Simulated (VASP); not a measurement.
# InPd (Pm-3m) in VASP: a series of runs

InPd is run at these levels: PBEsol; tasks: single point, relaxation of cell and atoms.

Everything below comes from runs of VASP 6.6.1. Logs are shortened: lines on timing, memory, paths and dates and some standing lists are left out, and cuts for length are marked.

## Step 1: The cell of the first run

It takes space group Pm-3m (No. 221, cubic). Conventional cell: a = 3.181 Å, b = 3.181 Å, c = 3.181 Å, α = 90.00°, β = 90.00°, γ = 90.00°. Within 3.6 Å of In (site symmetry m-3m) lie 8 Pd at 2.76 Å and 6 In at 3.18 Å. Pd (site symmetry m-3m) has 8 In at 2.76 Å and 6 Pd at 3.18 Å within 3.6 Å.

## Step 2: Single point, PBEsol

INCAR reads:

```
SYSTEM = InPd
PREC     = Accurate       ! precision mode
ENCUT    = 520            ! plane-wave cutoff, eV
EDIFF    = 1E-7           ! SCF threshold, eV
ISMEAR   = -1             ! smearing method
SIGMA    = 0.05           ! smearing width, eV
LREAL    = .FALSE.        ! projectors in reciprocal space
LASPH    = .TRUE.         ! aspherical terms in the spheres
NELM     = 60             ! most SCF steps
ALGO     = Normal         ! electronic algorithm
ISIF     = 2              ! what is computed and relaxed
LWAVE    = .FALSE.        ! write WAVECAR
LCHARG   = .FALSE.        ! write CHGCAR
GGA      = PS             ! functional
NBANDS   = 18             ! bands
```

KPOINTS reads:

```
Automatic mesh
0
G
  8 8 8
  0 0 0
```

POSCAR reads:

```
InPd
1.0
    3.1814047627      0.0000000000      0.0000000000
    0.0000000000      3.1814047627      0.0000000000
    0.0000000000      0.0000000000      3.1814047627
In Pd
1 1
Direct
    0.0000000000      0.0000000000      0.0000000000
    0.5000000000      0.5000000000      0.5000000000
```

Potentials or basis: VASP PAW PBE potentials, release 64 (In_d, Pd).

Command:

```bash
$ cat potpaw_PBE.64/In_d/POTCAR potpaw_PBE.64/Pd/POTCAR > POTCAR
$ mpirun -np 1 vasp_std > vasp.out
```

OUTCAR:

```text
SYSTEM = InPd
   PREC = Accurate
   ENCUT = 520
   EDIFF = 1E-7
   ISMEAR = -1
   LREAL = .FALSE.
   LASPH = .TRUE.
   NELM = 60
   ISIF = 2
   GGA = PS

 ion  position               nearest neighbor table
   1  0.000  0.000  0.000-   2 2.76   2 2.76   2 2.76   2 2.76   2 2.76   2 2.76   2 2.76   2 2.76

   2  0.500  0.500  0.500-   1 2.76   1 2.76   1 2.76   1 2.76   1 2.76   1 2.76   1 2.76   1 2.76

  LATTYP: Found a simple cubic cell.
 ALAT       =     3.1814047627

  Lattice vectors:

 A1 = (   3.1814047627,   0.0000000000,   0.0000000000)
 A2 = (   0.0000000000,   3.1814047627,   0.0000000000)
 A3 = (   0.0000000000,   0.0000000000,   3.1814047627)

Analysis of symmetry for initial positions (statically):
=====================================================================
 Subroutine PRICEL returns:
 Original cell was already a primitive cell.

 Routine SETGRP: Setting up the symmetry group for a
 simple cubic supercell.

 Subroutine GETGRP returns: Found 48 space group operations
 (whereof 48 operations were pure point group operations)
 out of a pool of 48 trial point group operations.

The static configuration has the point symmetry O_h .

Analysis of symmetry for dynamics (positions and initial velocities):
=====================================================================
 Subroutine PRICEL returns:
 Original cell was already a primitive cell.

 Routine SETGRP: Setting up the symmetry group for a
 simple cubic supercell.

 Subroutine GETGRP returns: Found 48 space group operations
 (whereof 48 operations were pure point group operations)
 out of a pool of 48 trial point group operations.

The dynamic configuration has the point symmetry O_h .

 Subroutine INISYM returns: Found 48 space group operations
 (whereof 48 operations are pure point group operations),
 and found     1 'primitive' translations

----------------------------------------------------------------------------------------

                                     Primitive cell

  volume of cell :      32.2001

  direct lattice vectors                    reciprocal lattice vectors
     3.181404763  0.000000000  0.000000000     0.314326555  0.000000000  0.000000000
     0.000000000  3.181404763  0.000000000     0.000000000  0.314326555  0.000000000
     0.000000000  0.000000000  3.181404763     0.000000000  0.000000000  0.314326555

  length of vectors
     3.181404763  3.181404763  3.181404763     0.314326555  0.314326555  0.314326555

  position of ions in fractional coordinates (direct lattice)
     0.000000000  0.000000000  0.000000000
     0.500000000  0.500000000  0.500000000

  ion indices of the primitive-cell ions
   primitive index   ion index
                 1           1
                 2           2

----------------------------------------------------------------------------------------

 KPOINTS: Automatic mesh

Automatic generation of k-mesh.
 Grid dimensions read from file:
 generate k-points for:    8    8    8

 Generating k-lattice:

  Cartesian coordinates                     Fractional coordinates (reciprocal lattice)
     0.039290819  0.000000000  0.000000000     0.125000000  0.000000000  0.000000000
     0.000000000  0.039290819  0.000000000     0.000000000  0.125000000  0.000000000
     0.000000000  0.000000000  0.039290819     0.000000000  0.000000000  0.125000000

  Length of vectors
     0.039290819  0.039290819  0.039290819

  Shift w.r.t. Gamma in fractional coordinates (k-lattice)
     0.000000000  0.000000000  0.000000000

 Subroutine IBZKPT returns following result:
 ===========================================

 Found     35 irreducible k-points:

 Following reciprocal coordinates:
            Coordinates               Weight
  0.000000  0.000000  0.000000      1.000000
  0.125000  0.000000  0.000000      6.000000
  0.250000  0.000000  0.000000      6.000000
  0.375000  0.000000  0.000000      6.000000
  0.500000  0.000000  0.000000      3.000000
  0.125000  0.125000  0.000000     12.000000
[... 16 lines left out ...]
  0.375000  0.375000  0.125000     24.000000
  0.500000  0.375000  0.125000     24.000000
 [... further k-points ...]
   k-points           NKPTS =     35   k-points in BZ     NKDIM =     35   number of bands    NBANDS=     18
   number of dos      NEDOS =    301   number of ions     NIONS =      2
   total plane-waves  NPLWV =  13824
   dimension x,y,z NGX =    24 NGY =   24 NGZ =   24
   dimension x,y,z NGXF=    48 NGYF=   48 NGZF=   48
   ions per type =               1   1
   NGX,Y,Z   is equivalent  to a cutoff of  12.54, 12.54, 12.54 a.u.
   NGXF,Y,Z  is equivalent  to a cutoff of  25.08, 25.08, 25.08 a.u.
 SYSTEM =  InPd
   PREC   = accura    normal or accurate (medium, high low for compatibility)
   ISTART =      0    job   : 0-new  1-cont  2-samecut
   ICHARG =      2    charge: 1-file 2-atom 10-const
   ISPIN  =      1    spin polarized calculation?
   LNONCOLLINEAR =      F non collinear calculations
   LSORBIT =      F    spin-orbit coupling
   LASPH  =      T    aspherical Exc in radial PAW
   ENCUT  =  520.0 eV  38.22 Ry    6.18 a.u.   5.92  5.92  5.92*2*pi/ulx,y,z
   NELM   =     60;   NELMIN=  2; NELMDL= -5     # of ELM steps
   EDIFF  = 0.1E-06   stopping-criterion for ELM
   LREAL  =      F    real-space projection
   EDIFFG = 0.1E-05   stopping-criterion for IOM
   NSW    =      0    number of steps for IOM
   IBRION =     -1    ionic relax: 0-MD 1-quasi-New 2-CG
   NFREE  =      0    steps in history (QN), initial steepest desc. (CG)
   ISIF   =      2    stress and relaxation
   ISYM   =      2    0-nonsym 1-usesym 2-fastsym
   POTIM  = 0.5000    time-step for ionic-motion
   TEBEG  =    0.0;   TEEND  =   0.0 temperature during run
   PSTRESS=    0.0 pullay stress
   NELECT =      23.0000    total number of electrons
   NUPDOWN=      -1.0000    fix difference up-down
   EMIN   =  10.00;   EMAX   =-10.00  energy-range for DOS
   EFERMI =   0.00;   METHOD = LEGACY
   ISMEAR =    -1;   SIGMA  =   0.05  broadening in eV -4-tet -1-fermi 0-gaus
   EFERMI_NEDOS =   21; number of points for ismear=-14 and -15
   IALGO  =     38    algorithm
   IMIX   =      4    mixing-type and parameters
     AMIX     =   0.40;   BMIX     =  1.00
     AMIX_MAG =   1.60;   BMIX_MAG =  1.00
  volume/ion in A,a.u.               =      16.10       108.65
  Fermi-wavevector in a.u.,A,eV,Ry     =   1.463407  2.765439 29.137701  2.141561
  Thomas-Fermi vector in A             =   2.579506
   LORBIT       =      0    0 simple, 1 ext, 2 COOP (PROOUT), +10 PAW based schemes
   GGA     = PS    functional components
   LHFCALC =     F    Hartree Fock is set to
   AEXX    =    0.0000 exact exchange contribution
   IVDW    =     0    specifies the selected vdW correction
   LEPSILON=     F    determine dielectric tensor
   LRPA    =     F    only Hartree local field effects (RPA)
 non-spin polarized calculation
  energy-cutoff  :      520.00
  volume of cell :       32.20
 maximum number of plane-waves:       912
 NGX is ok and might be reduce to    24
   NGX = 11   NGY = 11   NGZ = 11

 number of electron      23.0000010 magnetization

 Free energy of the ion-electron system (eV)
  ---------------------------------------------------
  ext. energy  EPLUGINS =         0.00000000
  ---------------------------------------------------
  free energy    TOTEN  =        -9.94231512 eV

  energy without entropy =       -9.93268129  energy(sigma->0) =       -9.93749820

 E-fermi :  11.5862     XC(G=0): -12.8877

 val. band max:       11.5644513446   @ k =   0.3750   0.2500   0.1250
 cond. band min:      11.9095557159   @ k =   0.5000   0.5000   0.5000
 fundamental gap:      0.3451043713
 Fermi energy:        11.5862416852

 k-point     1 :       0.0000    0.0000    0.0000
  band No.  band energies     occupation
      1      -3.4381      2.00000
      2      -3.4381      2.00000
      3      -2.9098      2.00000
      4      -2.9098      2.00000
      5      -2.9098      2.00000
      6       0.8446      2.00000
[... 10 lines left out ...]
     17      22.8762      0.00000
     18      27.8463      0.00000

 k-point     2 :       0.1250    0.0000    0.0000
  band No.  band energies     occupation
      1      -3.4257      2.00000
      2      -3.3727      2.00000
      3      -2.9293      2.00000
      4      -2.9293      2.00000
      5      -2.9031      2.00000
      6       1.1115      2.00000
[... 10 lines left out ...]
     17      24.5178      0.00000
     18      27.4213      0.00000

 k-point     3 :       0.2500    0.0000    0.0000
  band No.  band energies     occupation
      1      -3.3956      2.00000
      2      -3.2161      2.00000
      3      -2.9760      2.00000
      4      -2.9760      2.00000
      5      -2.8868      2.00000
      6       1.9069      2.00000
[... 10 lines left out ...]
     17      26.7396      0.00000
     18      27.2926      0.00000

 k-point     4 :       0.3750    0.0000    0.0000
  band No.  band energies     occupation
      1      -3.3652      2.00000
      2      -3.0612      2.00000
      3      -3.0222      2.00000
      4      -3.0222      2.00000
      5      -2.8706      2.00000
      6       3.1958      2.00000
[... 375 lines left out ...]
      4      -3.0124      2.00000
      5      -2.8428      2.00000
      6       4.8834      2.00000
[... 10 lines left out ...]
     17      24.5000      0.00000
     18      26.5092      0.00000

 k-point    23 :       0.3750    0.3750    0.1250
  band No.  band energies     occupation
      1      -3.2821      2.00000
      2      -3.1435      2.00000
      3      -3.0937      2.00000
      4      -3.0778      2.00000
      5      -2.7701      2.00000
      6       4.7377      2.00000
[... 10 lines left out ...]
     17      23.0382      0.00000
     18      25.3312      0.00000

 k-point    24 :       0.5000    0.3750    0.1250
  band No.  band energies     occupation
      1      -3.3217      2.00000
      2      -3.1324      2.00000
      3      -3.1154      2.00000
      4      -3.0899      2.00000
      5      -2.7064      2.00000
      6       5.0565      2.00000
[... 10 lines left out ...]
     17      23.1220      0.00000
     18      25.2799      0.00000

 [... further k-points ...]

------------------------ aborting loop because EDIFF is reached ----------------------------------------

  FORCE on cell =-STRESS in cart. coord.  units (eV):
  Direction    XX          YY          ZZ          XY          YZ          ZX
  --------------------------------------------------------------------------------------
  -------------------------------------------------------------------------------------
  Total        2.0470652      2.0470652      2.0470652     -0.0000000      0.0000000     -0.0000000
  in kB      101.8557341    101.8557341    101.8557341     -0.0000000      0.0000000     -0.0000000
  external PRESSURE =     101.8557341 kB  Pullay stress =       0.0000000 kB

 VOLUME and BASIS-vectors are now :
 -----------------------------------------------------------------------------
  energy-cutoff  :      520.00
  volume of cell :       32.20
      direct lattice vectors                 reciprocal lattice vectors
     3.181404763  0.000000000  0.000000000     0.314326555  0.000000000  0.000000000
     0.000000000  3.181404763  0.000000000     0.000000000  0.314326555  0.000000000
     0.000000000  0.000000000  3.181404763     0.000000000  0.000000000  0.314326555

 POSITION                                       TOTAL-FORCE (eV/Angst)
 -----------------------------------------------------------------------------------
      0.00000      0.00000      0.00000         0.000000      0.000000      0.000000
      1.59070      1.59070      1.59070         0.000000      0.000000      0.000000
 -----------------------------------------------------------------------------------
    total drift:                                0.000000      0.000000     -0.000000

  FREE ENERGIE OF THE ION-ELECTRON SYSTEM (eV)
  ---------------------------------------------------
  free  energy   TOTEN  =        -9.9423151182 eV

  energy  without entropy=       -9.9326812878  energy(sigma->0) =       -9.93749820
```

It took 17 s on 1 thread of Intel Xeon 8259CL, shared host; peak memory 0.15 GiB.

Results:

```yaml
Free_energy: -9.9423 eV
Pressure: 10.2 GPa
Band_gap_on_the_k_mesh: zero (an odd number of electrons rules out a gap without spin polarisation)
```

Caveat: the cell stands under pressure; the PAW data sets were made with another functional, which shifts forces and pressure a little; spin-orbit coupling is left out, which moves the levels of the heavy elements.

(Continued in part 2 of 2.)
